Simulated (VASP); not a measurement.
**BeH2: relaxation of cell and atoms with PBEsol**

Crystal: BeH2.

```
CELL_PARAMETERS angstrom
3.02488 0.00000 0.00000
0.00000 3.02488 0.00000
0.00000 0.00000 1.99642
ATOMIC_POSITIONS crystal
Be 0.00000 0.00000 0.00000
Be 0.50000 0.50000 0.50000
H 0.30500 0.30500 0.00000
H 0.19500 0.80500 0.50000
H 0.80500 0.19500 0.50000
H 0.69500 0.69500 0.00000
```

```json
{
 "Program": "VASP 6.6.1",
 "Task": "relaxation of cell and atoms",
 "Functional": "PBEsol",
 "Potentials or basis": "VASP PAW PBE potentials, release 64 (Be, H)",
 "Cutoff": "600 eV",
 "k mesh": "8 × 8 × 10",
 "Occupations": "fermi-dirac, width 0.03 eV",
 "Spin": "no spin polarisation",
 "Dipole correction": "no",
 "Further INCAR settings": "ALGO = Normal; EDIFF = 1e-06; IBRION = 2; EDIFFG = -0.01; NSW = 100; ISIF = 3"
}
```

The relaxed volume is 5.51 Å³/atom. The relaxed cell is a = 3.791 Å, b = 3.791 Å, c = 2.301 Å, α = 90.00°, β = 90.00°, γ = 90.00° and the space group after relaxing (to 0.05 Å) is P4_2/mnm (No. 136). The energy gained by relaxing is 700.3 meV/atom and the ionic steps are 12. The pressure after relaxing is 0.0 GPa. The largest force after relaxing is 0.004 eV/Å and the band gap on the k mesh is 3.32 eV, indirect (least direct gap 4.32 eV).

Forces on the atoms (eV/Å):
```
Be   0.000  0.000  0.000
Be   0.000  0.000  0.000
H   -0.003 -0.003  0.000
H    0.003 -0.003  0.000
H   -0.003  0.003  0.000
H    0.003  0.003  0.000
```

Stress tensor (GPa, compression positive):
```
-0.07  0.00  0.00
 0.00 -0.07  0.00
 0.00  0.00  0.04
```

The path:
```tsv
step	energy change (eV)	largest force (eV/Å)	pressure (GPa)	volume (Å³)
1	0.0000	0.5779	138.36	18.27
2	-3.5904	0.2299	30.02	26.14
3	-4.0299	0.3554	8.55	30.14
4	-4.0802	0.3829	1.74	32.04
5	-4.0811	0.3862	0.68	32.39
6	-4.1493	0.1791	-0.10	32.67
7	-4.1926	0.1326	-0.30	33.10
8	-4.1927	0.1440	-0.28	33.11
9	-4.2000	0.0684	-0.09	33.08
10	-4.2015	0.0167	0.05	33.05
11	-4.2015	0.0139	0.06	33.05
12	-4.2016	0.0037	-0.04	33.07
```

Final structure:
```xyz
6
Lattice="3.7907 0.0000 0.0000 0.0000 3.7907 0.0000 0.0000 0.0000 2.3011" Properties=species:S:1:pos:R:3 pbc="T T T"
Be    3.7907    0.0000    0.0000
Be    1.8954    1.8954    1.1506
H     1.1470    1.1470    0.0000
H     0.7484    3.0424    1.1506
H     3.0424    0.7484    1.1506
H     2.6438    2.6438    0.0000
```

Levels at points of the mesh, in eV from the valence-band top:
```tsv
k point	band 1	band 2	band 3	band 4	band 5	band 6	band 7	band 8
(0.00, 0.00, 0.00)	-10.66	-4.30	-4.30	-1.07	4.72	5.96	7.10	7.10
(0.50, 0.00, 0.00)	-8.55	-8.55	-2.23	-2.23	3.97	3.97	12.35	12.35
(0.50, 0.50, 0.00)	-6.57	-6.57	-6.28	-6.28	8.85	8.85	13.22	13.22
(0.00, 0.00, 0.50)	-5.50	-5.50	0.00	0.00	5.93	5.93	6.10	6.10
(0.50, 0.00, 0.50)	-4.82	-4.82	-1.22	-1.22	5.76	5.76	6.98	6.98
(0.50, 0.50, 0.50)	-4.02	-4.02	-1.51	-1.51	3.36	3.36	3.61	3.61
```

Wall time 100 s on 1 thread of AMD EPYC 7R13 (shared host), peak memory 0.1 GiB.

Caveat: the volume moved by over 15 % at a fixed basis, so the end points are rough; the PAW data sets were made with another functional, which shifts forces and pressure a little. A k mesh can miss the band edges.
